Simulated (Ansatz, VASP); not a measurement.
One calculation of Zr, two programs

INCAR

```
SYSTEM = Zr
  PREC = Accurate
  ENCUT = 520
  EDIFF = 1E-7
  ISMEAR = -1
  SIGMA = 0.03
  LREAL = .False.
  LASPH = .True.
  NELM = 100
  ALGO = Normal
  ISIF = 2
  LWAVE = .False.
  LCHARG = .False.
  GGA = PE
  NBANDS = 12
```

Contents of KPOINTS:

```
regular mesh
0
Gamma
  16 16 16
  0 0 0
```

The input POSCAR:

```
Zr
1.0
   -1.8249593561      1.8249593561      1.8249593561
    1.8249593561     -1.8249593561      1.8249593561
    1.8249593561      1.8249593561     -1.8249593561
Zr
1
Direct
    0.0000000000      0.0000000000      0.0000000000
```

Input for Ansatz:

```yaml
crystal:
  lattice:
    - [-1.8249593561, 1.8249593561, 1.8249593561]
    - [1.8249593561, -1.8249593561, 1.8249593561]
    - [1.8249593561, 1.8249593561, -1.8249593561]
  atoms:
    - { symbol: Zr, position: [0.0, 0.0, 0.0] }
kpoints:
  mp_grid: { grid: [16, 16, 16] }
scf:
  occupations: { method: fermi_dirac, width: 0.03 }
hamiltonian:
  xc: pbe
  pseudopotentials: { kind: all_electron, lapw: { basis_error: 0.0005 } }
output:
  forces: true
  stress: true
  eigenvalues: true
```

Change from the starting cell: volume scaled by 1.025.

Alike in both runs: task single point; functional PBE; k mesh 16 × 16 × 16; occupations fermi-dirac, width 0.03 eV; no spin polarisation.

|  | VASP | Ansatz |
| --- | --- | --- |
| version | VASP 6.6.1 | Ansatz 0.2.0 |
| potentials or method | VASP PAW PBE potentials, release 64 (Zr_sv), cutoff 520 eV | all-electron LAPW, scalar-relativistic |

```csv
,VASP,Ansatz,Ansatz less VASP
pressure (GPa),-5.0,-5.0,0.00
```

Ansatz ran all-electron here, and VASP with PAW potentials.
